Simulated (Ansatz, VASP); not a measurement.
PbS in VASP and in Ansatz

File INCAR:

```
PREC = Accurate
ENCUT = 520
EDIFF = 1E-7
ISMEAR = -1
SIGMA = 0.01
LREAL = F
LASPH = T
NELM = 60
ALGO = Normal
ISIF = 2
LWAVE = F
LCHARG = T
GGA = CA
LELF = T
LVHAR = T
NBANDS = 17
```

The input KPOINTS:

```
Automatic mesh
0
Gamma
  8 8 8
```

POSCAR

```
PbS
1.0
   -0.0889500000      2.9205250000      2.9205250000
    2.9205250000     -0.0889500000      2.9205250000
    2.9205250000      2.9205250000     -0.0889500000
Pb S
1 1
Direct
    0.0000000000      0.0000000000      0.0000000000
    0.5000000000      0.5000000000      0.5000000000
```

Input for Ansatz:

```yaml
crystal:
  lattice:
    - [-0.08895, 2.920525, 2.920525]
    - [2.920525, -0.08895, 2.920525]
    - [2.920525, 2.920525, -0.08895]
  atoms:
    - { symbol: Pb, position: [0.0, 0.0, 0.0] }
    - { symbol: S, position: [0.5, 0.5, 0.5] }
kpoints:
  mp_grid: { grid: [8, 8, 8] }
  band_path:
    path:
      - [0.0, 0.0, 0.0]
      - [0.5, 0.5, 0.5]
      - [0.2579113083, 0.5, 0.7420886917]
      - [-0.2579113083, 0.2579113083, 0.5]
      - [0.0, 0.0, 0.5]
      - [0.0, 0.0, 0.0]
      - [-0.3789556542, 0.0, 0.3789556542]
      - [0.0, 0.3789556542, 0.6210443458]
      - [0.0, 0.5, 0.5]
    npoints: 5
scf:
  occupations: { method: fermi_dirac, width: 0.01 }
hamiltonian:
  xc: lda
  pseudopotentials: { kind: all_electron, lapw: { basis_error: 0.0005 } }
output:
  forces: true
  stress: true
  eigenvalues: true
```

Change from the starting cell: equal xy, yz and zx shear strains of -3 %.

Alike in both runs: task single point; functional LDA; k mesh 8 × 8 × 8; occupations fermi-dirac, width 0.01 eV; no spin polarisation.

```csv
,VASP,Ansatz
version,VASP 6.6.1,Ansatz 0.2.0
potentials or method,"VASP PAW LDA potentials, release 64 (Pb_d, S), cutoff 520 eV","all-electron LAPW, scalar-relativistic"
```

Ansatz gave:

| Item | Value |
| --- | --- |
| pressure (GPa) | -2.6 |
| traceless stress, the component that is largest in VASP (GPa) | 0.57 |

Task: Estimate VASP's values.

Result: Pressure (GPa): -2.6; traceless stress, the component that is largest in VASP (GPa): 0.56.

LDA's correlation is that of Perdew and Zunger in VASP and of Perdew and Wang (1992) in Ansatz. Ansatz ran all-electron here, and VASP with PAW potentials.

Spin-orbit coupling is off throughout.
